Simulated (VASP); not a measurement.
# Br (Pm-3m) in VASP: notebook

Runs on Br. Level: PBEsol. Tasks: single point, relaxation of cell and atoms.

Program: VASP 6.6.1. These are calculated values, not measurements. Logs are shortened: lines on timing, memory, paths and dates and some standing lists are left out, and cuts for length are marked.

### Step 1. The cell of the first run

Symmetry: Pm-3m, No. 221, cubic system. The conventional cell has a = 4.424 Å, b = 4.424 Å, c = 4.424 Å, α = 90.00°, β = 90.00°, γ = 90.00°. Within 4.1 Å of Br (site symmetry 4/mmm) lie 8 Br at 3.13 Å.

### Step 2. Single point, PBEsol

Input file INCAR:

```
SYSTEM = Br
  PREC = Accurate
  ENCUT = 520
  EDIFF = 1E-6
  ISMEAR = 0
  SIGMA = 0.1
  LREAL = .FALSE.
  LASPH = .TRUE.
  NELM = 100
  ALGO = Normal
  ISIF = 2
  LWAVE = .FALSE.
  LCHARG = .FALSE.
  GGA = PS
  NBANDS = 18
```

Input file KPOINTS:

```
regular mesh
0
G
  10 10 10
  0 0 0
```

Input file POSCAR:

```
Br
1.0
    4.4236886340      0.0000000000      0.0000000000
    0.0000000000      4.4236886340      0.0000000000
    0.0000000000      0.0000000000      4.4236886340
Br
3
Direct
    0.5000000000      0.0000000000      0.0000000000
    0.0000000000      0.5000000000      0.0000000000
    0.0000000000      0.0000000000      0.5000000000
```

Potentials or basis: VASP PAW PBE potentials, release 64 (Br).

Command:

```
$ cat potpaw_PBE.64/Br/POTCAR > POTCAR
$ mpirun -np 1 vasp_std > vasp.out
```

OUTCAR:

```text
SYSTEM = Br
   PREC = Accurate
   ENCUT = 520
   EDIFF = 1E-6
   ISMEAR = 0
   LREAL = .FALSE.
   LASPH = .TRUE.
   NELM = 100
   ISIF = 2
   GGA = PS

 ion  position               nearest neighbor table
   1  0.500  0.000  0.000-
   2  0.000  0.500  0.000-
   3  0.000  0.000  0.500-

  LATTYP: Found a simple cubic cell.
 ALAT       =     4.4236886340

  Lattice vectors:

 A1 = (   4.4236886340,   0.0000000000,   0.0000000000)
 A2 = (   0.0000000000,   4.4236886340,   0.0000000000)
 A3 = (   0.0000000000,   0.0000000000,   4.4236886340)

Analysis of symmetry for initial positions (statically):
=====================================================================
 Subroutine PRICEL returns:
 Original cell was already a primitive cell.

 Routine SETGRP: Setting up the symmetry group for a
 simple cubic supercell.

 Subroutine GETGRP returns: Found 48 space group operations
 (whereof 48 operations were pure point group operations)
 out of a pool of 48 trial point group operations.

The static configuration has the point symmetry O_h .

Analysis of symmetry for dynamics (positions and initial velocities):
=====================================================================
 Subroutine PRICEL returns:
 Original cell was already a primitive cell.

 Routine SETGRP: Setting up the symmetry group for a
 simple cubic supercell.

 Subroutine GETGRP returns: Found 48 space group operations
 (whereof 48 operations were pure point group operations)
 out of a pool of 48 trial point group operations.

The dynamic configuration has the point symmetry O_h .

 Subroutine INISYM returns: Found 48 space group operations
 (whereof 48 operations are pure point group operations),
 and found     1 'primitive' translations

----------------------------------------------------------------------------------------

                                     Primitive cell

  volume of cell :      86.5673

  direct lattice vectors                    reciprocal lattice vectors
     4.423688634  0.000000000  0.000000000     0.226055693  0.000000000  0.000000000
     0.000000000  4.423688634  0.000000000     0.000000000  0.226055693  0.000000000
     0.000000000  0.000000000  4.423688634     0.000000000  0.000000000  0.226055693

  length of vectors
     4.423688634  4.423688634  4.423688634     0.226055693  0.226055693  0.226055693

  position of ions in fractional coordinates (direct lattice)
[... 74 lines left out ...]
   ICHARG =      2    charge: 1-file 2-atom 10-const
   ISPIN  =      1    spin polarized calculation?
   LNONCOLLINEAR =      F non collinear calculations
   LSORBIT =      F    spin-orbit coupling
   LASPH  =      T    aspherical Exc in radial PAW
   ENCUT  =  520.0 eV  38.22 Ry    6.18 a.u.   8.23  8.23  8.23*2*pi/ulx,y,z
   NELM   =    100;   NELMIN=  2; NELMDL= -5     # of ELM steps
   EDIFF  = 0.1E-05   stopping-criterion for ELM
   LREAL  =      F    real-space projection
   EDIFFG = 0.1E-04   stopping-criterion for IOM
   NSW    =      0    number of steps for IOM
   IBRION =     -1    ionic relax: 0-MD 1-quasi-New 2-CG
   NFREE  =      0    steps in history (QN), initial steepest desc. (CG)
   ISIF   =      2    stress and relaxation
   ISYM   =      2    0-nonsym 1-usesym 2-fastsym
   POTIM  = 0.5000    time-step for ionic-motion
   TEBEG  =    0.0;   TEEND  =   0.0 temperature during run
   PSTRESS=    0.0 pullay stress
   NELECT =      21.0000    total number of electrons
   NUPDOWN=      -1.0000    fix difference up-down
   EMIN   =  10.00;   EMAX   =-10.00  energy-range for DOS
   EFERMI =   0.00;   METHOD = LEGACY
   ISMEAR =     0;   SIGMA  =   0.10  broadening in eV -4-tet -1-fermi 0-gaus
   EFERMI_NEDOS =   21; number of points for ismear=-14 and -15
   IALGO  =     38    algorithm
   IMIX   =      4    mixing-type and parameters
     AMIX     =   0.40;   BMIX     =  1.00
     AMIX_MAG =   1.60;   BMIX_MAG =  1.00
  volume/ion in A,a.u.               =      28.86       194.73
  Fermi-wavevector in a.u.,A,eV,Ry     =   1.021010  1.929429 14.183552  1.042462
  Thomas-Fermi vector in A             =   2.154611
   LORBIT       =      0    0 simple, 1 ext, 2 COOP (PROOUT), +10 PAW based schemes
   GGA     = PS    functional components
   LHFCALC =     F    Hartree Fock is set to
   AEXX    =    0.0000 exact exchange contribution
   IVDW    =     0    specifies the selected vdW correction
   LEPSILON=     F    determine dielectric tensor
   LRPA    =     F    only Hartree local field effects (RPA)
 non-spin polarized calculation
 Gauss-broadening in eV      SIGMA  =   0.10
  energy-cutoff  :      520.00
  volume of cell :       86.57
 maximum number of plane-waves:      2360
 NGX is ok and might be reduce to    36
   NGX = 17   NGY = 17   NGZ = 17

 number of electron      21.0000002 magnetization

 Free energy of the ion-electron system (eV)
  ---------------------------------------------------
  ext. energy  EPLUGINS =         0.00000000
  ---------------------------------------------------
  free energy    TOTEN  =        -3.92289926 eV

  energy without entropy =       -3.89459304  energy(sigma->0) =       -3.90874615

 E-fermi :   1.2575     XC(G=0):  -8.8056

 val. band max:        1.2537001650   @ k =   0.3000   0.0000   0.0000
 cond. band min:       1.2785417876   @ k =   0.4000   0.2000   0.0000
 fundamental gap:      0.0248416226
 Fermi energy:         1.2575315706

 k-point     1 :       0.0000    0.0000    0.0000
  band No.  band energies     occupation
      1     -14.6857      2.00000
      2     -12.3766      2.00000
      3     -12.3766      2.00000
      4      -3.1483      2.00000
      5      -3.1483      2.00000
      6      -3.1483      2.00000
[... 481 lines left out ...]
      5      -2.4913      2.00000
      6      -2.0847      2.00000
[... 10 lines left out ...]
     17      10.7523      0.00000
     18      10.9728      0.00000

 [... further k-points ...]
[... 5 lines left out ...]
  --------------------------------------------------------------------------------------
  -------------------------------------------------------------------------------------
  Total        0.0151418      0.0151418      0.0151418     -0.0000000     -0.0000000     -0.0000000
  in kB        0.2802422      0.2802422      0.2802422     -0.0000000     -0.0000000     -0.0000000
  external PRESSURE =       0.2802422 kB  Pullay stress =       0.0000000 kB

 VOLUME and BASIS-vectors are now :
 -----------------------------------------------------------------------------
  energy-cutoff  :      520.00
  volume of cell :       86.57
      direct lattice vectors                 reciprocal lattice vectors
     4.423688634  0.000000000  0.000000000     0.226055693  0.000000000  0.000000000
     0.000000000  4.423688634  0.000000000     0.000000000  0.226055693  0.000000000
     0.000000000  0.000000000  4.423688634     0.000000000  0.000000000  0.226055693

 POSITION                                       TOTAL-FORCE (eV/Angst)
 -----------------------------------------------------------------------------------
      2.21184      0.00000      0.00000         0.000000      0.000000      0.000000
      0.00000      2.21184      0.00000         0.000000      0.000000      0.000000
      0.00000      0.00000      2.21184         0.000000      0.000000      0.000000
 -----------------------------------------------------------------------------------
    total drift:                                0.000000      0.000000     -0.000000

  FREE ENERGIE OF THE ION-ELECTRON SYSTEM (eV)
  ---------------------------------------------------
  free  energy   TOTEN  =        -3.9228992602 eV

  energy  without entropy=       -3.8945930444  energy(sigma->0) =       -3.90874615
```

Wall time 40 s (1 thread of Intel Xeon 6975P-C (Granite Rapids), shared host); peak memory 0.22 GiB.

What came out:

```
Free energy : -3.9229 eV
Pressure    : 0.0 GPa
```

Caveat: the PAW data sets were made with another functional, which shifts forces and pressure a little; an odd number of electrons without spin polarisation forces a metal; a magnetic or distorted state may lie lower.

(Part 1 of 2 ends here.)
